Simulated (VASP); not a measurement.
# Ru (Im-3m) in VASP: a series of runs, part 2 of 2

VASP 6.6.1. Earlier steps stand in the parts before.

### Step 5. Relaxation of cell and atoms, PBE, target pressure 48 GPa, at which the enthalpy is minimised

Input file INCAR:

```
ALGO = Normal
EDIFF = 1E-6
EDIFFG = -0.005
ENCUT = 600
GGA = PE
IBRION = 2
ISIF = 3
ISMEAR = -1
LASPH = True
LCHARG = False
LREAL = False
LWAVE = False
NELM = 80
NSW = 32
PREC = Accurate
PSTRESS = 480.0
SIGMA = 0.1
```

Input file KPOINTS:

```
k-points
0
Gamma
  19 19 19
```

Input file POSCAR:

```
Ru
1.0
   -1.4640016735      1.4640016735      1.4640016735
    1.4640016735     -1.4640016735      1.4640016735
    1.4640016735      1.4640016735     -1.4640016735
Ru
1
Direct
    0.0000000000      0.0000000000      0.0000000000
```

Potentials or basis: VASP PAW PBE potentials, release 64 (Ru_pv).

Launch:

```sh
> cat potpaw_PBE.64/Ru_pv/POTCAR > POTCAR
> mpirun -np 1 vasp_std > vasp.out
```

OUTCAR:

```text
EDIFF = 1E-6
   EDIFFG = -0.005
   ENCUT = 600
   GGA = PE
   IBRION = 2
   ISIF = 3
   ISMEAR = -1
   LASPH = True
   LREAL = False
   NELM = 80
   NSW = 32
   PREC = Accurate
   PSTRESS = 480.0

 ion  position               nearest neighbor table
   1  0.000  0.000  0.000-

  LATTYP: Found a body centered cubic cell.
 ALAT       =     2.9280033470

  Lattice vectors:

 A1 = (  -1.4640016735,   1.4640016735,   1.4640016735)
 A2 = (   1.4640016735,  -1.4640016735,   1.4640016735)
 A3 = (   1.4640016735,   1.4640016735,  -1.4640016735)

Analysis of symmetry for initial positions (statically):
=====================================================================
 Subroutine PRICEL returns:
 Original cell was already a primitive cell.

 Routine SETGRP: Setting up the symmetry group for a
 body centered cubic supercell.

 Subroutine GETGRP returns: Found 48 space group operations
[... 9 lines left out ...]

 Routine SETGRP: Setting up the symmetry group for a
 body centered cubic supercell.

 Subroutine GETGRP returns: Found 48 space group operations
[... 152 lines left out ...]
 cond. band min:      14.5264869789   @ k =   0.1579   0.1053   0.0526
 fundamental gap:      0.0096525598
 Fermi energy:        14.5225857491

 k-point     1 :       0.0000    0.0000    0.0000
  band No.  band energies     occupation
      1     -28.0900      2.00000
      2     -28.0900      2.00000
      3     -28.0900      2.00000
      4       5.8747      2.00000
      5      11.2376      2.00000
      6      11.2376      2.00000
      7      11.2376      2.00000
      8      14.3780      1.61868
      9      14.3780      1.61868
     10      24.9233      0.00000
     11      31.7070      0.00000
[... 309 lines left out ...]
 k-point    24 :       0.3158    0.1053    0.0000
  band No.  band energies     occupation
      1     -29.2542      2.00000
      2     -28.5028      2.00000
      3     -28.1522      2.00000
      4       8.0951      2.00000
      5       9.5672      2.00000
      6      12.4905      2.00000
      7      14.1025      1.97047
      8      15.0985      0.00629
      9      17.1244      0.00000
     10      24.9226      0.00000
     11      28.5362      0.00000

 [... further k-points ...]
[... 5 lines left out ...]
  --------------------------------------------------------------------------------------
  -------------------------------------------------------------------------------------
  Total        3.7636628      3.7636628      3.7636628      0.0000000      0.0000000     -0.0000000
  in kB      480.4371488    480.4371488    480.4371488      0.0000000      0.0000000     -0.0000000
  external PRESSURE =       0.4371488 kB  Pullay stress =     480.0000000 kB

 VOLUME and BASIS-vectors are now :
 -----------------------------------------------------------------------------
  energy-cutoff  :      600.00
  volume of cell :       12.55
      direct lattice vectors                 reciprocal lattice vectors
    -1.464001674  1.464001674  1.464001674     0.000000000  0.341529664  0.341529664
     1.464001674 -1.464001674  1.464001674     0.341529664  0.000000000  0.341529664
     1.464001674  1.464001674 -1.464001674     0.341529664  0.341529664  0.000000000

 POSITION                                       TOTAL-FORCE (eV/Angst)
 -----------------------------------------------------------------------------------
      0.00000      0.00000      0.00000         0.000000     -0.000000      0.000000
 -----------------------------------------------------------------------------------
    total drift:                                0.000000      0.000000      0.000000

  FREE ENERGIE OF THE ION-ELECTRON SYSTEM (eV)
  ---------------------------------------------------
  free  energy   TOTEN  =        -8.4136278396 eV

  energy  without entropy=       -8.3590245402  energy(sigma->0) =       -8.38632619

  enthalpy is  TOTEN    =        -4.6533895641 eV   P V=        3.7602382756

 reached required accuracy - stopping structural energy minimisation
```

OSZICAR:

```text
N       E                     dE             d eps       ncg     rms          rms(c)
DAV:   1     0.114154062879E+03    0.11415E+03   -0.94756E+03  4848   0.153E+03
DAV:   2    -0.747584507532E+01   -0.12163E+03   -0.11737E+03  4962   0.381E+02
DAV:   3    -0.895209560467E+01   -0.14763E+01   -0.14464E+01  5649   0.456E+01
DAV:   4    -0.895723117068E+01   -0.51356E-02   -0.51323E-02  5504   0.290E+00
DAV:   5    -0.895726221393E+01   -0.31043E-04   -0.31041E-04  5693   0.209E-01    0.164E+01
DAV:   6    -0.846452655718E+01    0.49274E+00   -0.10194E+00  5470   0.134E+01    0.614E+00
DAV:   7    -0.841764129651E+01    0.46885E-01   -0.15830E-01  5674   0.456E+00    0.155E+00
DAV:   8    -0.841412338355E+01    0.35179E-02   -0.11357E-02  5119   0.158E+00    0.300E-01
DAV:   9    -0.841362397085E+01    0.49941E-03   -0.72300E-04  5335   0.397E-01    0.225E-02
DAV:  10    -0.841362772791E+01   -0.37571E-05   -0.63599E-06  5661   0.339E-02    0.438E-03
DAV:  11    -0.841362783965E+01   -0.11173E-06   -0.94796E-07  3153   0.136E-02
   1 F= -.46533896E+01 E0= -.46260879E+01  d E =-.465339E+01
```

CONTCAR:

```text
Ru
   1.00000000000000
    -1.4640016735000001    1.4640016735000001    1.4640016735000001
     1.4640016735000001   -1.4640016735000001    1.4640016735000001
     1.4640016735000001    1.4640016735000001   -1.4640016735000001
  Ru
     1
Direct
     0.0000000000000000    0.0000000000000000    0.0000000000000000

  0.00000000E+00  0.00000000E+00  0.00000000E+00
```

Run time: 17 s. Hardware: 1 thread of Intel Xeon 6975P-C, shared host; peak memory 0.15 GiB.

What came out:

- Free energy: -8.4136 eV
- Pressure after relaxing: 48.0 GPa
- Band gap on the k mesh: zero (band 7 reaches 16.53 eV, above the bottom of band 8 at 12.23 eV)

Final structure:
```
CELL_PARAMETERS angstrom
-1.46400 1.46400 1.46400
1.46400 -1.46400 1.46400
1.46400 1.46400 -1.46400
ATOMIC_POSITIONS crystal
Ru 0.00000 0.00000 0.00000
```

Caveat: the relaxation stopped at its first step, so nothing moved; the cell is relaxed towards a set pressure, so the enthalpy falls and the energy may rise.

### Step 6. Overview

| task | cell | cutoff (eV) | gap on the mesh (eV) | pressure (GPa) |
| --- | --- | --- | --- | --- |
| single point | a = 2.536 Å, angles 109.5°, 1 atom | 520 | none | 48.1 |
| single point | a = 2.535 Å, angles 109.5°, 1 atom | 520 | none | 48.3 |
| relaxation of cell and atoms | relaxed to 48 GPa from a = 2.518 Å, angles 109.5°, 1 atom | 600 | none | 48.0 |
| relaxation of cell and atoms | relaxed to 48 GPa from a = 2.536 Å, angles 109.5°, 1 atom | 600 | none | 48.0 |

Alike in all rows: level PBE; potentials or basis VASP PAW PBE potentials, release 64 (Ru_pv); no spin polarisation; k mesh 19 × 19 × 19; smearing fermi-dirac 0.1 eV.

Caveats: the cell is relaxed towards a set pressure, so the enthalpy falls and the energy may rise (some runs); the relaxation stopped at its first step, so nothing moved (some runs).

Total energies depend on the potentials used, so only differences within one code and one set of settings carry meaning.
